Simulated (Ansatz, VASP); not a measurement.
**NaSnF3: VASP beside Ansatz**

```
Na Sn F
1.0
     4.63272    0.00000    0.00000
     0.00000    4.63272    0.00000
     0.00000    0.00000    4.40108
Na Sn F
1 1 3
Cartesian
  0.0000 0.0000 0.0000
  2.3164 2.3164 2.2005
  2.3164 2.3164 0.0000
  2.3164 0.0000 2.2005
  0.0000 2.3164 2.2005
```

Change from the starting cell: uniaxial_z strain -5.0%.

Alike in both runs: task single point; functional PBE; k mesh 6 × 6 × 6; occupations fermi-dirac, width 0.02 eV; no spin polarisation.

```csv
,VASP,Ansatz
version,VASP 6.6.1,Ansatz 0.2.0
potentials or method,"VASP PAW PBE potentials, release 64 (Na_pv, Sn_d, F)","plane waves, PAW"
plane-wave cutoff (eV),520,420
valence electrons in the cell,42,44
```

```csv
,VASP,Ansatz,Ansatz less VASP
pressure (GPa),4.5,4.6,+0.08
"traceless stress, the component that is largest in VASP (GPa)",3.65,3.57,-0.082
```

With one functional, cell and mesh, what is left measures potentials, basis and numerics. VASP's potentials hold 42 valence electrons a cell and Ansatz's 44, so a difference there can come from the potentials and not from the codes.
